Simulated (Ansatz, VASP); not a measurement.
# In3Se in VASP and in Ansatz

File POSCAR:

```
In3Se
1.0
    4.8037580000      0.0000000000      0.0000000000
    0.0000000000      4.8037580000      0.0000000000
    0.0000000000      0.0000000000      4.8037580000
In Se
3 1
Direct
    0.0000000000      0.5000000000      0.5000000000
    0.5000000000      0.0000000000      0.5000000000
    0.5000000000      0.5000000000      0.0000000000
    0.0000000000      0.0000000000      0.0000000000
```

INCAR.step1

```
  ALGO = Normal
  EDIFF = 1E-4
  ENCUT = 600
  GGA = PE
  ISMEAR = 0
  LASPH = True
  LCHARG = False
  LREAL = False
  LWAVE = True
  NELM = 80
  PREC = Accurate
  SIGMA = 0.1
```

Contents of INCAR.step2:

```
  ALGO = Normal
  BPARAM = 11.95
  CPARAM = 0.0093
  EDIFF = 1E-6
  EDIFFG = -0.01
  ENCUT = 600
  IBRION = 2
  ISIF = 3
  ISMEAR = 0
  ISTART = 1
  IVDW_NL = 2
  LASPH = True
  LCHARG = False
  LMIXTAU = True
  LREAL = False
  LUSE_VDW = True
  LWAVE = False
  METAGGA = R2SCAN
  NELM = 80
  NSW = 80
  PREC = Accurate
  SIGMA = 0.1
```

File KPOINTS:

```
k-points
0
Gamma
  10 10 10
```

Input for Ansatz:

```yaml
crystal:
  lattice:
    - [4.803758, 0.0, 0.0]
    - [0.0, 4.803758, 0.0]
    - [0.0, 0.0, 4.803758]
  atoms:
    - { symbol: In, position: [0.0, 0.5, 0.5] }
    - { symbol: In, position: [0.5, 0.0, 0.5] }
    - { symbol: In, position: [0.5, 0.5, 0.0] }
    - { symbol: Se, position: [0.0, 0.0, 0.0] }
basis:
  ecutwfc: 500
kpoints:
  mp_grid: { grid: [10, 10, 10] }
hamiltonian:
  xc: r2scan
  dispersion: rvv10
scf:
  occupations: { method: gaussian, width: 0.1 }
output:
  forces: true
  stress: true
  eigenvalues: true
relax:
  adjacent_minimum: "off"
  f_tol: 0.01
  max_steps: 60
  cell: { stress_tol: 0.05 }
```

Alike in both runs: task relaxation of cell and atoms; functional r2SCAN; dispersion rVV10; k mesh 10 × 10 × 10; occupations gaussian, width 0.1 eV; no spin polarisation.

|  | VASP | Ansatz |
| --- | --- | --- |
| version | VASP 6.6.1 | Ansatz 0.2.0 |
| potentials or method | VASP PAW PBE potentials, release 64 (In_d, Se), cutoff 600 eV | scalar-relativistic, plane waves, PAW |
| valence electrons in the cell | 45 | 55 |

Ansatz gave:

* gap on the k mesh at the Fermi level, each at its own relaxed structure (eV): none
* relaxed volume (Å³/atom): 26.00
* relaxed length of the cell vector where the two differ most in proportion (Å): 4.703

**Question.** Which values does VASP return?

**Answer.** gap on the k mesh at the Fermi level, each at its own relaxed structure (eV): none; relaxed volume (Å³/atom): 26.16; relaxed length of the cell vector where the two differ most in proportion (Å): 4.712.

VASP's potentials were made for PBE, not for r2SCAN. A gap of «none» marks a metal or a gap that the smearing closes. VASP's potentials hold 45 valence electrons a cell and Ansatz's 55, so a difference there can come from the potentials and not from the codes.
